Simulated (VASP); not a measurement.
Here is a VASP 6.6.1 calculation.

The input POSCAR:

```
BN
1.0
    2.5539396017      0.0000000000      0.0000000000
   -1.2769698009      2.2117765748      0.0000000000
    0.0000000000      0.0000000000      4.2268550000
B N
2 2
Direct
    0.6666666667      0.3333333333      0.9997240000
    0.3333333333      0.6666666667      0.4997240000
    0.7540105546      0.3972734970      0.5779594964
    0.3333333333      0.6666666667      0.1252760000
```

Contents of INCAR.step1:

```
  PREC = Accurate
  ENCUT = 520
  ISMEAR = 0
  SIGMA = 0.05
  LREAL = F
  LASPH = T
  NELM = 60
  NBANDS = 16
  GGA = PE
  ALGO = Normal
  EDIFF = 1E-4
  LWAVE = T
  LCHARG = F
```

File INCAR.step2:

```
  PREC = Accurate
  ENCUT = 520
  EDIFF = 1E-6
  ISMEAR = 0
  SIGMA = 0.05
  LREAL = F
  LASPH = T
  NELM = 60
  ALGO = Normal
  ISIF = 2
  LWAVE = F
  LCHARG = F
  METAGGA = R2SCAN
  LMIXTAU = T
  NBANDS = 16
  ISTART = 1
```

Contents of KPOINTS:

```
regular mesh
0
Gamma
  12 12 6
```

Potentials or basis: VASP PAW PBE potentials, release 64 (B, N).

Run with:

```console
$ cat potpaw_PBE.64/B/POTCAR potpaw_PBE.64/N/POTCAR > POTCAR
$ cp INCAR.step1 INCAR
$ mpirun -np 1 vasp_std > vasp.out
$ cp INCAR.step2 INCAR
$ mpirun -np 1 vasp_std > vasp.out
```

Task: Predict the pressure.

Result: 13.4 GPa.

Task: What does it give for the band gap on the k mesh?

Result: 5.14 eV (least direct gap 7.01 eV).

Task: Predict the largest force.

Result: 11.365 eV/Å.

Stress tensor (GPa, compression positive):
```
25.04 15.24 -7.78
15.24  2.37 -3.65
-7.78 -3.65 12.80
```

Caveat: the cell differs from its parent crystal (atom 3 (N) moved by (+0.200, -0.200) A along [1 1 0] and z); the cell stands under pressure; the PAW data sets were made with another functional, which shifts forces and pressure a little. A k mesh can miss the band edges.
